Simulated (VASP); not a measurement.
# Si2Ni (Fm-3m) in VASP: a series of runs

Si2Ni is run at these levels: PBE; tasks: single point.

Everything below comes from runs of VASP 6.6.1. Logs are shortened: lines on timing, memory, paths and dates and some standing lists are left out, and cuts for length are marked.

## Step 1: The cell of the first run

It takes space group Fm-3m (No. 225, cubic). Conventional cell: a = 5.406 Å, b = 5.406 Å, c = 5.406 Å, α = 90.00°, β = 90.00°, γ = 90.00°. Si (site symmetry -43m) has 4 Ni at 2.34 Å and 6 Si at 2.70 Å within 3.1 Å. Ni (site symmetry m-3m) has 8 Si at 2.34 Å within 3.1 Å.

## Step 2: Single point, PBE

Contents of INCAR:

```
SYSTEM = Si2Ni
PREC     = Accurate       ! precision mode
ENCUT    = 520            ! plane-wave cutoff, eV
EDIFF    = 1E-6           ! SCF threshold, eV
ISMEAR   = 0              ! smearing method
SIGMA    = 0.1            ! smearing width, eV
LREAL    = .False.        ! projectors in reciprocal space
LASPH    = .True.         ! aspherical terms in the spheres
NELM     = 60             ! most SCF steps
ALGO     = Normal         ! electronic algorithm
ISIF     = 2              ! what is computed and relaxed
LWAVE    = .False.        ! write WAVECAR
LCHARG   = .False.        ! write CHGCAR
GGA      = PE             ! functional
NBANDS   = 16             ! bands
```

Contents of KPOINTS:

```
regular mesh
0
Gamma
  14 14 14
  0 0 0
```

Contents of POSCAR:

```
Si2Ni
1.0
    0.0000000000      2.7030000000      2.7030000000
    2.7030000000      0.0000000000      2.7030000000
    2.7030000000      2.7030000000      0.0000000000
Si Ni
2 1
Direct
    0.2500000000      0.2500000000      0.2500000000
    0.7500000000      0.7500000000      0.7500000000
    0.0000000000      0.0000000000      0.0000000000
```

Potentials or basis: VASP PAW PBE potentials, release 64 (Si, Ni).

The run is started by

```sh
$ cat potpaw_PBE.64/Si/POTCAR potpaw_PBE.64/Ni/POTCAR > POTCAR
$ mpirun -np 1 vasp_std > vasp.out
```

OUTCAR:

```text
SYSTEM = Si2Ni
   PREC = Accurate
   ENCUT = 520
   EDIFF = 1E-6
   ISMEAR = 0
   LREAL = .False.
   LASPH = .True.
   NELM = 60
   ISIF = 2
   GGA = PE

 ion  position               nearest neighbor table
   1  0.250  0.250  0.250-   3 2.34   3 2.34   3 2.34   3 2.34   2 2.70   2 2.70   2 2.70   2 2.70
                             2 2.70   2 2.70
   2  0.750  0.750  0.750-   3 2.34   3 2.34   3 2.34   3 2.34   1 2.70   1 2.70   1 2.70   1 2.70
                             1 2.70   1 2.70
   3  0.000  0.000  0.000-   2 2.34   1 2.34   2 2.34   1 2.34   2 2.34   2 2.34   1 2.34   1 2.34

  LATTYP: Found a face centered cubic cell.
 ALAT       =     5.4060000000

  Lattice vectors:

 A1 = (   0.0000000000,   2.7030000000,   2.7030000000)
 A2 = (   2.7030000000,   0.0000000000,   2.7030000000)
 A3 = (   2.7030000000,   2.7030000000,   0.0000000000)

Analysis of symmetry for initial positions (statically):
=====================================================================
 Subroutine PRICEL returns:
 Original cell was already a primitive cell.

 Routine SETGRP: Setting up the symmetry group for a
 face centered cubic supercell.

 Subroutine GETGRP returns: Found 48 space group operations
 (whereof 48 operations were pure point group operations)
 out of a pool of 48 trial point group operations.

The static configuration has the point symmetry O_h .

Analysis of symmetry for dynamics (positions and initial velocities):
=====================================================================
 Subroutine PRICEL returns:
 Original cell was already a primitive cell.

 Routine SETGRP: Setting up the symmetry group for a
 face centered cubic supercell.

 Subroutine GETGRP returns: Found 48 space group operations
 (whereof 48 operations were pure point group operations)
 out of a pool of 48 trial point group operations.

The dynamic configuration has the point symmetry O_h .

 Subroutine INISYM returns: Found 48 space group operations
 (whereof 48 operations are pure point group operations),
 and found     1 'primitive' translations

----------------------------------------------------------------------------------------

                                     Primitive cell

  volume of cell :      39.4974

  direct lattice vectors                    reciprocal lattice vectors
     0.000000000  2.703000000  2.703000000    -0.184979652  0.184979652  0.184979652
     2.703000000  0.000000000  2.703000000     0.184979652 -0.184979652  0.184979652
     2.703000000  2.703000000  0.000000000     0.184979652  0.184979652 -0.184979652

[... 83 lines left out ...]
   ENCUT  =  520.0 eV  38.22 Ry    6.18 a.u.   7.11  7.11  7.11*2*pi/ulx,y,z
   NELM   =     60;   NELMIN=  2; NELMDL= -5     # of ELM steps
   EDIFF  = 0.1E-05   stopping-criterion for ELM
   LREAL  =      F    real-space projection
   EDIFFG = 0.1E-04   stopping-criterion for IOM
   NSW    =      0    number of steps for IOM
   IBRION =     -1    ionic relax: 0-MD 1-quasi-New 2-CG
   NFREE  =      0    steps in history (QN), initial steepest desc. (CG)
   ISIF   =      2    stress and relaxation
   ISYM   =      2    0-nonsym 1-usesym 2-fastsym
   POTIM  = 0.5000    time-step for ionic-motion
   TEBEG  =    0.0;   TEEND  =   0.0 temperature during run
   PSTRESS=    0.0 pullay stress
   NELECT =      18.0000    total number of electrons
   NUPDOWN=      -1.0000    fix difference up-down
   EMIN   =  10.00;   EMAX   =-10.00  energy-range for DOS
   EFERMI =   0.00;   METHOD = LEGACY
   ISMEAR =     0;   SIGMA  =   0.10  broadening in eV -4-tet -1-fermi 0-gaus
   EFERMI_NEDOS =   21; number of points for ismear=-14 and -15
   IALGO  =     38    algorithm
   IMIX   =      4    mixing-type and parameters
     AMIX     =   0.40;   BMIX     =  1.00
     AMIX_MAG =   1.60;   BMIX_MAG =  1.00
  volume/ion in A,a.u.               =      13.17        88.85
  Fermi-wavevector in a.u.,A,eV,Ry     =   1.259823  2.380721 21.594550  1.587155
  Thomas-Fermi vector in A             =   2.393364
   LORBIT       =      0    0 simple, 1 ext, 2 COOP (PROOUT), +10 PAW based schemes
   GGA     = PE    functional components
   LHFCALC =     F    Hartree Fock is set to
   AEXX    =    0.0000 exact exchange contribution
   IVDW    =     0    specifies the selected vdW correction
   LEPSILON=     F    determine dielectric tensor
   LRPA    =     F    only Hartree local field effects (RPA)
 non-spin polarized calculation
 Gauss-broadening in eV      SIGMA  =   0.10
  energy-cutoff  :      520.00
  volume of cell :       39.50
 maximum number of plane-waves:      1090
   NGX = 15   NGY = 15   NGZ = 15

 number of electron      17.9999999 magnetization

 Free energy of the ion-electron system (eV)
  ---------------------------------------------------
  ext. energy  EPLUGINS =         0.00000000
  ---------------------------------------------------
  free energy    TOTEN  =       -17.36286010 eV

  energy without entropy =      -17.35858527  energy(sigma->0) =      -17.36072269

 E-fermi :  10.4928     XC(G=0): -11.5864

 val. band max:       10.4705747377   @ k =  -0.0714   0.0714   0.0000
 cond. band min:      10.5212347614   @ k =  -0.4286   0.4286   0.0714
 fundamental gap:      0.0506600236
 Fermi energy:        10.4928452244

 k-point     1 :       0.0000    0.0000    0.0000
  band No.  band energies     occupation
      1      -3.3991      2.00000
      2       5.2552      2.00000
      3       5.2552      2.00000
      4       5.2552      2.00000
      5       6.9493      2.00000
      6       6.9493      2.00000
[... 433 lines left out ...]
      3       5.4153      2.00000
      4       5.4600      2.00000
      5       6.4179      2.00000
      6       7.0803      2.00000
[... 8 lines left out ...]
     15      17.5305      0.00000
     16      17.7712      0.00000

 [... further k-points ...]
[... 5 lines left out ...]
  --------------------------------------------------------------------------------------
  -------------------------------------------------------------------------------------
  Total        0.8126674      0.8126674      0.8126674      0.0000000      0.0000000     -0.0000000
  in kB       32.9651682     32.9651682     32.9651682      0.0000000      0.0000000     -0.0000000
  external PRESSURE =      32.9651682 kB  Pullay stress =       0.0000000 kB

 VOLUME and BASIS-vectors are now :
 -----------------------------------------------------------------------------
  energy-cutoff  :      520.00
  volume of cell :       39.50
      direct lattice vectors                 reciprocal lattice vectors
     0.000000000  2.703000000  2.703000000    -0.184979652  0.184979652  0.184979652
     2.703000000  0.000000000  2.703000000     0.184979652 -0.184979652  0.184979652
     2.703000000  2.703000000  0.000000000     0.184979652  0.184979652 -0.184979652

 POSITION                                       TOTAL-FORCE (eV/Angst)
 -----------------------------------------------------------------------------------
      1.35150      1.35150      1.35150         0.000000      0.000000      0.000000
      4.05450      4.05450      4.05450        -0.000000     -0.000000     -0.000000
      0.00000      0.00000      0.00000         0.000000     -0.000000     -0.000000
 -----------------------------------------------------------------------------------
    total drift:                               -0.000000     -0.000000      0.000000

  FREE ENERGIE OF THE ION-ELECTRON SYSTEM (eV)
  ---------------------------------------------------
  free  energy   TOTEN  =       -17.3628600996 eV

  energy  without entropy=      -17.3585852744  energy(sigma->0) =      -17.36072269
```

OSZICAR:

```text
N       E                     dE             d eps       ncg     rms          rms(c)
DAV:   1     0.650869477306E+02    0.65087E+02   -0.78086E+03  3352   0.115E+03
DAV:   2    -0.159473286429E+02   -0.81034E+02   -0.73871E+02  3648   0.215E+02
DAV:   3    -0.193471677340E+02   -0.33998E+01   -0.33496E+01  4312   0.477E+01
DAV:   4    -0.194006627201E+02   -0.53495E-01   -0.53468E-01  3984   0.571E+00
DAV:   5    -0.194019883956E+02   -0.13257E-02   -0.13256E-02  4248   0.946E-01    0.164E+01
DAV:   6    -0.241893805399E+02   -0.47874E+01   -0.41173E+01  3440   0.149E+02    0.251E+01
DAV:   7    -0.175021271733E+02    0.66873E+01   -0.12317E+01  4168   0.927E+01    0.376E+00
DAV:   8    -0.174046793390E+02    0.97448E-01   -0.16298E+00  4496   0.204E+01    0.264E+00
DAV:   9    -0.173641350658E+02    0.40544E-01   -0.24568E-01  4008   0.872E+00    0.633E-01
DAV:  10    -0.173627680604E+02    0.13670E-02   -0.76605E-03  4848   0.151E+00    0.313E-01
DAV:  11    -0.173628282466E+02   -0.60186E-04   -0.99957E-04  4024   0.351E-01    0.333E-02
DAV:  12    -0.173628578792E+02   -0.29633E-04   -0.50747E-05  4344   0.627E-02    0.241E-02
DAV:  13    -0.173628596760E+02   -0.17969E-05   -0.19967E-05  3712   0.754E-02    0.711E-03
DAV:  14    -0.173628600996E+02   -0.42357E-06   -0.10339E-06  3056   0.739E-03
   1 F= -.17362860E+02 E0= -.17360723E+02  d E =-.427483E-02
```

Wall time 26 s (1 thread of Intel Xeon 6975P-C (Granite Rapids), shared host); peak memory 0.2 GiB.

What came out:

| Item | Value |
| --- | --- |
| Free energy | -17.3629 eV |
| Pressure | 3.3 GPa |
| Band gap on the k mesh | zero (band 9 reaches 12.16 eV, above the bottom of band 10 at 10.04 eV) |

Levels at points of the mesh, in eV from the Fermi level:
```csv
k point,band 6,band 7,band 8,band 9,band 10,band 11,band 12,band 13
"(0.00, 0.00, 0.00)",-3.54,-0.34,1.66,1.66,1.66,2.24,2.24,2.24
"(0.50, 0.00, 0.00)",-3.36,-3.36,-1.48,-1.48,1.75,1.77,1.77,2.57
"(0.50, 0.50, 0.00)",-3.63,-3.63,-3.47,-3.14,-0.46,1.38,7.69,8.27
```

Spin polarisation is off, so any magnetic state and its effect on volume and gap are missing.

## Step 3: Single point, PBE (volume scaled by 1.03)

Contents of INCAR:

```
SYSTEM = Si2Ni
PREC = Accurate
ENCUT = 520
EDIFF = 1E-7
ISMEAR = 0
SIGMA = 0.1
LREAL = .FALSE.
LASPH = .TRUE.
NELM = 60
ALGO = Normal
ISIF = 2
LWAVE = .FALSE.
LCHARG = .TRUE.
GGA = PE
LELF = .TRUE.
LVHAR = .TRUE.
NBANDS = 16
```

Contents of KPOINTS:

```
regular mesh
0
G
  14 14 14
  0 0 0
```

Contents of POSCAR:

```
Si2Ni
1.0
    0.0000000000      2.7503985312      2.7503985312
    2.7503985312      0.0000000000      2.7503985312
    2.7503985312      2.7503985312      0.0000000000
Si Ni
2 1
Direct
    0.2500000000      0.2500000000      0.2500000000
    0.7500000000      0.7500000000      0.7500000000
    0.0000000000      0.0000000000      0.0000000000
```

Potentials or basis: VASP PAW PBE potentials, release 64 (Si, Ni).

The run is started by

```sh
$ cat potpaw_PBE.64/Si/POTCAR potpaw_PBE.64/Ni/POTCAR > POTCAR
$ mpirun -np 1 vasp_std > vasp.out
```

It took 43 s on 1 thread of Intel Xeon 6975P-C (Granite Rapids), shared host; peak memory 0.21 GiB.

The run converged. Its results:

```yaml
Free_energy: -17.3565 eV
Pressure: -4.1 GPa
Band_gap_on_the_k_mesh: zero (band 9 reaches 11.33 eV, above the bottom of band 10 at 9.14 eV)
```

Levels at points of the mesh, in eV from the Fermi level:
| k point | band 5 | band 6 | band 7 | band 8 | band 9 | band 10 | band 11 | band 12 | band 13 | band 14 |
| --- | --- | --- | --- | --- | --- | --- | --- | --- | --- | --- |
| (0.00, 0.00, 0.00) | -3.20 | -3.20 | -0.67 | 1.66 | 1.66 | 1.66 | 2.39 | 2.39 | 2.39 | 4.64 |
| (0.50, 0.00, 0.00) | -3.43 | -3.04 | -3.04 | -1.29 | -1.29 | 1.73 | 1.81 | 1.81 | 2.34 | 9.09 |
| (0.50, 0.50, 0.00) | -4.25 | -3.30 | -3.30 | -3.14 | -2.84 | -0.46 | 1.55 | 7.78 | 7.92 | 7.92 |

Caveat: the cell differs from its parent crystal (volume scaled by 1.03).

## Step 4: Single point, PBE (volume scaled by 1.06)

Contents of INCAR:

```
PREC = Accurate ; ENCUT = 520
EDIFF = 1E-6 ; ISMEAR = 0
SIGMA = 0.1 ; LREAL = False
LASPH = True ; NELM = 100
ALGO = Normal ; ISIF = 2
LWAVE = False ; LCHARG = True
GGA = PE ; LELF = True
LVHAR = True ; NBANDS = 16
```

Contents of KPOINTS:

```
Automatic mesh
0
Gamma
  14 14 14
```

Contents of POSCAR:

```
Si2Ni
1.0
    0.0000000000      2.7768462934      2.7768462934
    2.7768462934      0.0000000000      2.7768462934
    2.7768462934      2.7768462934      0.0000000000
Si Ni
2 1
Direct
    0.2500000000      0.2500000000      0.2500000000
    0.7500000000      0.7500000000      0.7500000000
    0.0000000000      0.0000000000      0.0000000000
```

The run is started by

```sh
$ cat potpaw_PBE.64/Si/POTCAR potpaw_PBE.64/Ni/POTCAR > POTCAR
$ mpirun -np 1 vasp_std > vasp.out
```

It took 40 s on 1 thread of Intel Xeon 6975P-C (Granite Rapids), shared host; peak memory 0.21 GiB.

Results (log left out):

- Free energy: -17.3125 eV
- Pressure: -7.6 GPa
- Band gap on the k mesh: zero (band 9 reaches 10.89 eV, above the bottom of band 10 at 8.66 eV)

Levels at points of the mesh, in eV from the Fermi level:
```tsv
k point	band 5	band 6	band 7	band 8	band 9	band 10	band 11	band 12	band 13	band 14
(0.00, 0.00, 0.00)	-3.02	-3.02	-0.84	1.67	1.67	1.67	2.48	2.48	2.48	4.63
(0.50, 0.00, 0.00)	-3.26	-2.86	-2.86	-1.17	-1.17	1.72	1.84	1.84	2.23	9.06
(0.50, 0.50, 0.00)	-4.07	-3.13	-3.13	-2.97	-2.67	-0.45	1.65	7.75	7.75	7.83
```

Caveat: the cell differs from its parent crystal (volume scaled by 1.06).

## Step 5: Single point, PBE (volume scaled by 1.10)

Contents of INCAR:

```
SYSTEM = Si2Ni
ALGO = Normal ; EDIFF = 1E-6
ENCUT = 520 ; GGA = PE
ISIF = 2 ; ISMEAR = 0
LASPH = .True. ; LCHARG = .False.
LREAL = .False. ; LWAVE = .False.
NBANDS = 16 ; NELM = 80
PREC = Accurate ; SIGMA = 0.1
```

Contents of KPOINTS:

```
k-points
0
Gamma
  14 14 14
  0 0 0
```

Contents of POSCAR:

```
Si2Ni
1.0
    0.0000000000      2.8113448059      2.8113448059
    2.8113448059      0.0000000000      2.8113448059
    2.8113448059      2.8113448059      0.0000000000
Si Ni
2 1
Direct
    0.2500000000      0.2500000000      0.2500000000
    0.7500000000      0.7500000000      0.7500000000
    0.0000000000      0.0000000000      0.0000000000
```

The run is started by

```sh
$ cat potpaw_PBE.64/Si/POTCAR potpaw_PBE.64/Ni/POTCAR > POTCAR
$ mpirun -np 1 vasp_std > vasp.out
```

It took 39 s on 1 thread of Intel Xeon 6975P-C (Granite Rapids), shared host; peak memory 0.21 GiB.

The run converged. Its results:

* Free energy: -17.2180 eV
* Pressure: -11.2 GPa
* Band gap on the k mesh: zero (band 9 reaches 10.35 eV, above the bottom of band 10 at 8.07 eV)

Levels at points of the mesh, in eV from the Fermi level:
```csv
k point,band 7,band 8,band 9,band 10,band 11,band 12
"(0.00, 0.00, 0.00)",-1.06,1.66,1.66,1.66,2.56,2.56
"(0.50, 0.00, 0.00)",-2.66,-1.05,-1.05,1.69,1.86,1.86
"(0.50, 0.50, 0.00)",-2.92,-2.76,-2.48,-0.45,1.76,7.51
```

Caveat: the cell differs from its parent crystal (volume scaled by 1.10).

## Step 6: Single point, PBE

This run uses another cell than the first one, of 13.47 Å³/atom, 1.023 times its volume.

Contents of INCAR:

```
SYSTEM = Si2Ni
  PREC = Accurate
  ENCUT = 520
  EDIFF = 1E-7
  ISMEAR = 0
  SIGMA = 0.1
  LREAL = .FALSE.
  LASPH = .TRUE.
  NELM = 60
  ALGO = Normal
  ISIF = 2
  LWAVE = .FALSE.
  LCHARG = .FALSE.
  GGA = PE
  NBANDS = 16
```

Contents of KPOINTS:

```
Automatic mesh
0
G
  14 14 14
  0 0 0
```

Contents of POSCAR:

```
Si2Ni
1.0
    0.0000000000      2.7234321030      2.7234321030
    2.7234321030      0.0000000000      2.7234321030
    2.7234321030      2.7234321030      0.0000000000
Si Ni
2 1
Direct
    0.2500000000      0.2500000000      0.2500000000
    0.7500000000      0.7500000000      0.7500000000
    0.0000000000      0.0000000000      0.0000000000
```

Potentials or basis: VASP PAW PBE potentials, release 64 (Si, Ni).

The run is started by

```sh
$ cat potpaw_PBE.64/Si/POTCAR potpaw_PBE.64/Ni/POTCAR > POTCAR
$ mpirun -np 1 vasp_std > vasp.out
```

It took 35 s on 1 thread of Intel Xeon 6975P-C (Granite Rapids), shared host; peak memory 0.21 GiB.

It converged, with:

| Quantity | Value |
| --- | --- |
| Free energy | -17.3723 eV |
| Pressure | 0.0 GPa |
| Band gap on the k mesh | zero (band 9 reaches 11.80 eV, above the bottom of band 10 at 9.65 eV) |

Levels at points of the mesh, in eV from the Fermi level:
| k point | band 7 | band 8 | band 9 | band 10 | band 11 | band 12 |
| --- | --- | --- | --- | --- | --- | --- |
| (0.00, 0.00, 0.00) | -0.49 | 1.66 | 1.66 | 1.66 | 2.31 | 2.31 |
| (0.50, 0.00, 0.00) | -3.22 | -1.40 | -1.40 | 1.74 | 1.78 | 1.78 |
| (0.50, 0.50, 0.00) | -3.49 | -3.33 | -3.01 | -0.46 | 1.45 | 7.73 |

Spin polarisation is off, so any magnetic state and its effect on volume and gap are missing.

## Step 7: The runs side by side

```csv
cell,gap on the mesh (eV),pressure (GPa)
"a = 3.823 Å, angles 60.0°, 3 atoms",none,3.3
"a = 3.890 Å, angles 60.0°, 3 atoms",none,-4.1
"a = 3.927 Å, angles 60.0°, 3 atoms",none,-7.6
"a = 3.976 Å, angles 60.0°, 3 atoms",none,-11.2
"a = 3.852 Å, angles 60.0°, 3 atoms",none,0.0
```

Alike in all rows: task single point; level PBE; potentials or basis VASP PAW PBE potentials, release 64 (Si, Ni); no spin polarisation; k mesh 14 × 14 × 14; cutoff (eV) 520; smearing gaussian 0.1 eV.

Absolute energies hang on the potentials; compare differences alone.
